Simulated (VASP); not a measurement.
Set up this calculation in VASP 6.6.1, as the native input.

| Property | Result |
| --- | --- |
| Task | single point |
| Functional | PBE |
| Potentials or basis | VASP PAW PBE potentials, release 64 (Au) |
| Cutoff | 500 eV |
| k mesh | 10 × 10 × 10 |
| Occupations | fermi-dirac, width 0.05 eV |
| Spin | no spin polarisation |
| Dipole correction | no |
| Further INCAR settings | ALGO = Normal; EDIFF = 1e-06; NBANDS = 12 |

The structure of Au lies in POSCAR:

```
Au
1.0
    0.0000000000      2.0005018100      2.0005018100
    2.0005018100      0.0000000000      2.0005018100
    2.0005018100      2.0005018100      0.0000000000
Au
1
Direct
    0.0000000000      0.0000000000      0.0000000000
```

One way to write it, as run:

INCAR

```
PREC     = Accurate       # precision mode
ENCUT    = 500            # plane-wave cutoff, eV
EDIFF    = 1E-6           # SCF threshold, eV
ISMEAR   = -1             # smearing method
SIGMA    = 0.05           # smearing width, eV
LREAL    = False          # projectors in reciprocal space
LASPH    = True           # aspherical terms in the spheres
NELM     = 120            # most SCF steps
ALGO     = Normal         # electronic algorithm
ISIF     = 2              # what is computed and relaxed
LWAVE    = False          # write WAVECAR
LCHARG   = True           # write CHGCAR
GGA      = PE             # functional
LELF     = True           # ELF
LVHAR    = True         
NBANDS   = 12             # bands
GGA_COMPAT= False
```

KPOINTS

```
regular mesh
0
Gamma
  10 10 10
```

Potentials or basis: VASP PAW PBE potentials, release 64 (Au).

Launch:

```bash
$ cat potpaw_PBE.64/Au/POTCAR > POTCAR
$ mpirun -np 1 vasp_std > vasp.out
```

Results of the run:

```json
{"Pressure": "22.7 GPa"}
```

It took 17 s on 1 thread of Intel Xeon 8259CL, on a shared host, peak memory 0.14 GiB.
